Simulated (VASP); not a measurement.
# InSb3 (I4/mmm) in VASP: notebook

Runs on InSb3. Level: PBE. Tasks: single point.

All numbers are computed with VASP 6.6.1; they aren't measurements. Logs are shortened: lines on timing, memory, paths and dates and some standing lists are left out, and cuts for length are marked.

## (1) The cell of the first run

The structure is tetragonal, space group I4/mmm (No. 139). Conventional cell: a = 4.613 Å, b = 4.613 Å, c = 10.304 Å, α = 90.00°, β = 90.00°, γ = 90.00°. In (site symmetry 4/mmm) has 12 Sb at 3.26 to 3.46 Å within 4.3 Å. Within 4.3 Å of Sb (site symmetry 4/mmm) lie 4 In at 3.26 Å and 8 Sb at 3.46 Å. Within 4.3 Å of Sb (site symmetry -4m2) lie 8 Sb at 3.26 to 3.46 Å and 4 In at 3.46 Å.

## (2) Single point, PBE

INCAR

```
PREC     = Accurate       # precision mode
ENCUT    = 520            # plane-wave cutoff, eV
EDIFF    = 1E-6           # SCF threshold, eV
ISMEAR   = 0              # smearing method
SIGMA    = 0.1            # smearing width, eV
LREAL    = F              # projectors in reciprocal space
LASPH    = T              # aspherical terms in the spheres
NELM     = 60             # most SCF steps
ALGO     = Normal         # electronic algorithm
ISIF     = 2              # what is computed and relaxed
LWAVE    = F              # write WAVECAR
LCHARG   = T              # write CHGCAR
GGA      = PE             # functional
LELF     = T              # ELF
LVHAR    = T            
NBANDS   = 22             # bands
```

KPOINTS

```
regular mesh
0
Gamma
  6 6 6
```

POSCAR

```
InSb3
1.0
   -2.3063435497      2.3063435497      5.1518323448
    2.3063435497     -2.3063435497      5.1518323448
    2.3063435497      2.3063435497     -5.1518323448
In Sb
1 3
Direct
    0.0000000000      0.0000000000      0.0000000000
    0.5000000000      0.5000000000      0.0000000000
    0.2500000000      0.7500000000      0.5000000000
    0.7500000000      0.2500000000      0.5000000000
```

Potentials or basis: VASP PAW PBE potentials, release 64 (In_d, Sb).

Run with:

```sh
$ cat potpaw_PBE.64/In_d/POTCAR potpaw_PBE.64/Sb/POTCAR > POTCAR
$ mpirun -np 1 vasp_std > vasp.out
```

OUTCAR:

```text
PREC = Accurate
   ENCUT = 520
   EDIFF = 1E-6
   ISMEAR = 0
   LREAL = F
   LASPH = T
   NELM = 60
   ISIF = 2
   GGA = PE

 ion  position               nearest neighbor table
   1  0.000  0.000  0.000-   2 3.26   2 3.26   2 3.26   2 3.26   4 3.46   3 3.46   4 3.46   3 3.46
                             4 3.46   4 3.46   3 3.46   3 3.46
   2  0.500  0.500  0.000-   1 3.26   1 3.26   1 3.26   1 3.26   4 3.46   3 3.46   4 3.46   4 3.46
                             3 3.46   3 3.46   4 3.46   3 3.46
   3  0.250  0.750  0.500-   4 3.26   4 3.26   4 3.26   4 3.26   2 3.46   1 3.46   2 3.46   2 3.46
                             1 3.46   1 3.46   2 3.46   1 3.46
   4  0.750  0.250  0.500-   3 3.26   3 3.26   3 3.26   3 3.26   2 3.46   1 3.46   2 3.46   1 3.46
                             2 3.46   2 3.46   1 3.46   1 3.46

  LATTYP: Found a body centered tetragonal cell.
 ALAT       =     4.6126870994
 C/A-ratio  =     2.2337662338

  Lattice vectors:

 A1 = (  -2.3063435497,   2.3063435497,   5.1518323448)
 A2 = (   2.3063435497,  -2.3063435497,   5.1518323448)
 A3 = (   2.3063435497,   2.3063435497,  -5.1518323448)

Analysis of symmetry for initial positions (statically):
=====================================================================
 Subroutine PRICEL returns:
 Original cell was already a primitive cell.

 Routine SETGRP: Setting up the symmetry group for a
 body centered tetragonal supercell.

 Subroutine GETGRP returns: Found 16 space group operations
 (whereof 16 operations were pure point group operations)
 out of a pool of 16 trial point group operations.

The static configuration has the point symmetry D_4h.

Analysis of symmetry for dynamics (positions and initial velocities):
=====================================================================
 Subroutine PRICEL returns:
 Original cell was already a primitive cell.

 Routine SETGRP: Setting up the symmetry group for a
 body centered tetragonal supercell.

 Subroutine GETGRP returns: Found 16 space group operations
 (whereof 16 operations were pure point group operations)
 out of a pool of 16 trial point group operations.

The dynamic configuration has the point symmetry D_4h.

 Subroutine INISYM returns: Found 16 space group operations
 (whereof 16 operations are pure point group operations),
 and found     1 'primitive' translations

----------------------------------------------------------------------------------------

                                     Primitive cell

  volume of cell :     109.6149

  direct lattice vectors                    reciprocal lattice vectors
    -2.306343550  2.306343550  5.151832345     0.000000000  0.216793374  0.097052848
     2.306343550 -2.306343550  5.151832345     0.216793374  0.000000000  0.097052848
     2.306343550  2.306343550 -5.151832345     0.216793374  0.216793374  0.000000000

  length of vectors
     6.097525535  6.097525535  6.097525535     0.237526046  0.237526046  0.306592130

  position of ions in fractional coordinates (direct lattice)
     0.000000000  0.000000000  0.000000000
     0.500000000  0.500000000  0.000000000
     0.250000000  0.750000000  0.500000000
     0.750000000  0.250000000  0.500000000

  ion indices of the primitive-cell ions
   primitive index   ion index
                 1           1
                 2           2
                 3           3
                 4           4

----------------------------------------------------------------------------------------

 KPOINTS: regular mesh

Automatic generation of k-mesh.
 Grid dimensions read from file:
 generate k-points for:    6    6    6

 Generating k-lattice:

  Cartesian coordinates                     Fractional coordinates (reciprocal lattice)
     0.000000000  0.036132229  0.016175475     0.166666667  0.000000000  0.000000000
     0.036132229  0.000000000  0.016175475     0.000000000  0.166666667  0.000000000
     0.036132229  0.036132229  0.000000000     0.000000000  0.000000000  0.166666667

  Length of vectors
     0.039587674  0.039587674  0.051098688

  Shift w.r.t. Gamma in fractional coordinates (k-lattice)
     0.000000000  0.000000000  0.000000000

 Subroutine IBZKPT returns following result:
 ===========================================

 Found     30 irreducible k-points:

 Following reciprocal coordinates:
            Coordinates               Weight
  0.000000  0.000000  0.000000      1.000000
  0.166667  0.000000 -0.000000      8.000000
  0.333333 -0.000000  0.000000      8.000000
  0.500000 -0.000000  0.000000      4.000000
  0.166667  0.166667  0.000000      8.000000
  0.333333  0.166667  0.000000     16.000000
[... 16 lines left out ...]
 -0.333333 -0.333333  0.166667      8.000000
 -0.166667 -0.333333  0.166667      8.000000
 [... further k-points ...]
   k-points           NKPTS =     30   k-points in BZ     NKDIM =     30   number of bands    NBANDS=     22
   number of dos      NEDOS =    301   number of ions     NIONS =      4
   total plane-waves  NPLWV = 110592
   dimension x,y,z NGX =    48 NGY =   48 NGZ =   48
   dimension x,y,z NGXF=    96 NGYF=   96 NGZF=   96
   ions per type =               1   3
   NGX,Y,Z   is equivalent  to a cutoff of  13.09, 13.09, 13.09 a.u.
   NGXF,Y,Z  is equivalent  to a cutoff of  26.17, 26.17, 26.17 a.u.
 SYSTEM =  unknown system
   PREC   = accura    normal or accurate (medium, high low for compatibility)
   ISTART =      0    job   : 0-new  1-cont  2-samecut
   ICHARG =      2    charge: 1-file 2-atom 10-const
   ISPIN  =      1    spin polarized calculation?
   LNONCOLLINEAR =      F non collinear calculations
   LSORBIT =      F    spin-orbit coupling
   LASPH  =      T    aspherical Exc in radial PAW
   ENCUT  =  520.0 eV  38.22 Ry    6.18 a.u.  11.34 11.34 11.34*2*pi/ulx,y,z
   NELM   =     60;   NELMIN=  2; NELMDL= -5     # of ELM steps
   EDIFF  = 0.1E-05   stopping-criterion for ELM
   LREAL  =      F    real-space projection
   EDIFFG = 0.1E-04   stopping-criterion for IOM
   NSW    =      0    number of steps for IOM
   IBRION =     -1    ionic relax: 0-MD 1-quasi-New 2-CG
   NFREE  =      0    steps in history (QN), initial steepest desc. (CG)
   ISIF   =      2    stress and relaxation
   ISYM   =      2    0-nonsym 1-usesym 2-fastsym
   POTIM  = 0.5000    time-step for ionic-motion
   TEBEG  =    0.0;   TEEND  =   0.0 temperature during run
   PSTRESS=    0.0 pullay stress
   NELECT =      28.0000    total number of electrons
   NUPDOWN=      -1.0000    fix difference up-down
   EMIN   =  10.00;   EMAX   =-10.00  energy-range for DOS
   EFERMI =   0.00;   METHOD = LEGACY
   ISMEAR =     0;   SIGMA  =   0.10  broadening in eV -4-tet -1-fermi 0-gaus
   EFERMI_NEDOS =   21; number of points for ismear=-14 and -15
   IALGO  =     38    algorithm
   IMIX   =      4    mixing-type and parameters
     AMIX     =   0.40;   BMIX     =  1.00
     AMIX_MAG =   1.60;   BMIX_MAG =  1.00
  volume/ion in A,a.u.               =      27.40       184.93
  Fermi-wavevector in a.u.,A,eV,Ry     =   1.038734  1.962922 14.680250  1.078968
  Thomas-Fermi vector in A             =   2.173232
   LORBIT       =      0    0 simple, 1 ext, 2 COOP (PROOUT), +10 PAW based schemes
   GGA     = PE    functional components
   LHFCALC =     F    Hartree Fock is set to
   AEXX    =    0.0000 exact exchange contribution
   IVDW    =     0    specifies the selected vdW correction
   LEPSILON=     F    determine dielectric tensor
   LRPA    =     F    only Hartree local field effects (RPA)
 non-spin polarized calculation
 Gauss-broadening in eV      SIGMA  =   0.10
  energy-cutoff  :      520.00
  volume of cell :      109.61
 maximum number of plane-waves:      2979
 NGX is ok and might be reduce to    48
   NGX = 23   NGY = 23   NGZ = 23

 number of electron      28.0000001 magnetization

 Free energy of the ion-electron system (eV)
  ---------------------------------------------------
  ext. energy  EPLUGINS =         0.00000000
  ---------------------------------------------------
  free energy    TOTEN  =       -14.14003896 eV

  energy without entropy =      -14.12462353  energy(sigma->0) =      -14.13233125

 E-fermi :   8.0564     XC(G=0): -10.1189

 val. band max:        8.0378754635   @ k =   0.3333   0.3333   0.1667
 cond. band min:       8.0839614947   @ k =   0.3333  -0.0000   0.0000
 fundamental gap:      0.0460860312
 Fermi energy:         8.0563510428

 k-point     1 :       0.0000    0.0000    0.0000
  band No.  band energies     occupation
      1      -6.5278      2.00000
      2      -6.5027      2.00000
      3      -6.5027      2.00000
      4      -6.5026      2.00000
      5      -6.5005      2.00000
      6      -4.2832      2.00000
[... 14 lines left out ...]
     21      13.9541      0.00000
     22      14.6579      0.00000

 k-point     2 :       0.1667    0.0000   -0.0000
  band No.  band energies     occupation
      1      -6.5238      2.00000
      2      -6.5070      2.00000
      3      -6.5050      2.00000
      4      -6.5020      2.00000
      5      -6.4986      2.00000
      6      -4.0609      2.00000
[... 14 lines left out ...]
     21      14.0896      0.00000
     22      14.7977      0.00000

 k-point     3 :       0.3333   -0.0000    0.0000
  band No.  band energies     occupation
      1      -6.5198      2.00000
      2      -6.5139      2.00000
      3      -6.5136      2.00000
      4      -6.5006      2.00000
      5      -6.4892      2.00000
      6      -3.4092      2.00000
[... 14 lines left out ...]
     21      13.5355      0.00000
     22      14.0885      0.00000
[... 476 lines left out ...]
 k-point    23 :      -0.3333   -0.3333    0.1667
  band No.  band energies     occupation
      1      -6.5197      2.00000
      2      -6.5101      2.00000
      3      -6.5064      2.00000
      4      -6.5034      2.00000
      5      -6.4960      2.00000
      6      -3.3644      2.00000
[... 14 lines left out ...]
     21      13.1728      0.00000
     22      13.2495      0.00000

 k-point    24 :      -0.1667   -0.3333    0.1667
  band No.  band energies     occupation
      1      -6.5231      2.00000
      2      -6.5060      2.00000
      3      -6.5050      2.00000
      4      -6.5005      2.00000
      5      -6.4994      2.00000
      6      -3.7804      2.00000
[... 14 lines left out ...]
     21      13.2027      0.00000
     22      13.6809      0.00000

 [... further k-points ...]

------------------------ aborting loop because EDIFF is reached ----------------------------------------

  FORCE on cell =-STRESS in cart. coord.  units (eV):
  Direction    XX          YY          ZZ          XY          YZ          ZX
  --------------------------------------------------------------------------------------
  -------------------------------------------------------------------------------------
  Total        0.9448932      0.9448932     -0.0584582      0.0000000      0.0000000      0.0000000
  in kB       13.8109514     13.8109514     -0.8544492      0.0000000      0.0000000      0.0000000
  external PRESSURE =       8.9224845 kB  Pullay stress =       0.0000000 kB

 VOLUME and BASIS-vectors are now :
 -----------------------------------------------------------------------------
  energy-cutoff  :      520.00
  volume of cell :      109.61
      direct lattice vectors                 reciprocal lattice vectors
    -2.306343550  2.306343550  5.151832345     0.000000000  0.216793374  0.097052848
     2.306343550 -2.306343550  5.151832345     0.216793374  0.000000000  0.097052848
     2.306343550  2.306343550 -5.151832345     0.216793374  0.216793374  0.000000000

 POSITION                                       TOTAL-FORCE (eV/Angst)
 -----------------------------------------------------------------------------------
      0.00000      0.00000      0.00000        -0.000000     -0.000000     -0.000000
      0.00000      0.00000      5.15183        -0.000000     -0.000000     -0.000000
      2.30634      0.00000      2.57592        -0.000000     -0.000000      0.000000
      0.00000      2.30634      2.57592         0.000000      0.000000      0.000000
 -----------------------------------------------------------------------------------
    total drift:                                0.000000     -0.000000     -0.000000

  FREE ENERGIE OF THE ION-ELECTRON SYSTEM (eV)
  ---------------------------------------------------
  free  energy   TOTEN  =       -14.1400389649 eV

  energy  without entropy=      -14.1246235273  energy(sigma->0) =      -14.13233125
```

Wall time 3.1 min (1 thread of AMD EPYC 7R13, shared host); peak memory 0.32 GiB.

Results:

* Free energy: -14.1400 eV
* Pressure: 0.9 GPa
* Band gap on the k mesh: zero (bands 14 and 15 overlap by 1.26 eV)

Stress tensor (GPa, compression positive):
```
 1.38  0.00  0.00
 0.00  1.38  0.00
 0.00  0.00 -0.09
```

Levels at points of the mesh, in eV from the Fermi level:
```tsv
k point	band 10	band 11	band 12	band 13	band 14	band 15	band 16	band 17	band 18	band 19
(0.00, 0.00, 0.00)	-3.20	-3.05	-3.05	-2.14	-2.14	-0.71	-0.12	2.05	2.05	5.80
(0.50, 0.00, 0.00)	-2.50	-2.28	-2.13	-1.57	-0.34	0.10	0.56	0.76	1.92	2.18
(0.50, 0.50, 0.00)	-5.53	-5.03	-2.42	-2.24	-1.44	-0.79	2.82	4.14	4.34	4.44
(0.50, 0.50, 0.50)	-4.12	-4.12	0.09	0.09	0.10	0.44	0.83	2.75	2.75	3.08
```

Caveat: spin-orbit coupling is left out, which moves the levels of the heavy elements.

## (3) Single point, PBE

This run uses another cell than the first one, of 28.02 Å³/atom.

INCAR

```
SYSTEM = InSb3
PREC = Accurate
ENCUT = 520
EDIFF = 1E-7
ISMEAR = 0
SIGMA = 0.1
LREAL = .False.
LASPH = .True.
NELM = 60
ALGO = Normal
ISIF = 2
LWAVE = .False.
LCHARG = .True.
GGA = PE
LELF = .True.
LVHAR = .True.
NBANDS = 22
```

KPOINTS

```
regular mesh
0
Gamma
  14 14 14
  0 0 0
```

POSCAR

```
InSb3
1.0
   -2.2533930201      2.2533930201      5.5184057723
    2.2533930201     -2.2533930201      5.5184057723
    2.2533930201      2.2533930201     -5.5184057723
In Sb
1 3
Direct
    0.0000000000      0.0000000000      0.0000000000
    0.5000000000      0.5000000000      0.0000000000
    0.2500000000      0.7500000000      0.5000000000
    0.7500000000      0.2500000000      0.5000000000
```

Potentials or basis: VASP PAW PBE potentials, release 64 (In_d, Sb).

Run with:

```sh
$ cat potpaw_PBE.64/In_d/POTCAR potpaw_PBE.64/Sb/POTCAR > POTCAR
$ mpirun -np 1 vasp_std > vasp.out
```

It took 27 min on 1 thread of AMD EPYC 7R13, shared host; peak memory 0.71 GiB.

It converged, with:

```yaml
Free_energy: -14.2058 eV
Pressure: -0.1 GPa
Band_gap_on_the_k_mesh: zero (bands 14 and 15 overlap by 1.78 eV)
```

Levels at points of the mesh, in eV from the Fermi level:
```tsv
k point	band 12	band 13	band 14	band 15	band 16	band 17
(0.00, 0.00, 0.00)	-2.89	-1.82	-1.82	-0.12	0.42	2.89
(0.50, 0.00, 0.00)	-1.58	-1.13	-0.24	-0.12	0.60	1.21
(0.50, 0.50, 0.00)	-2.75	-2.71	-1.37	-0.77	2.08	3.37
(0.50, 0.50, 0.50)	-0.32	-0.24	-0.24	0.00	0.74	2.91
```

Caveat: spin-orbit coupling is left out, which moves the levels of the heavy elements.

The gap in the log of VASP goes by the Fermi energy; the results here count the filled bands.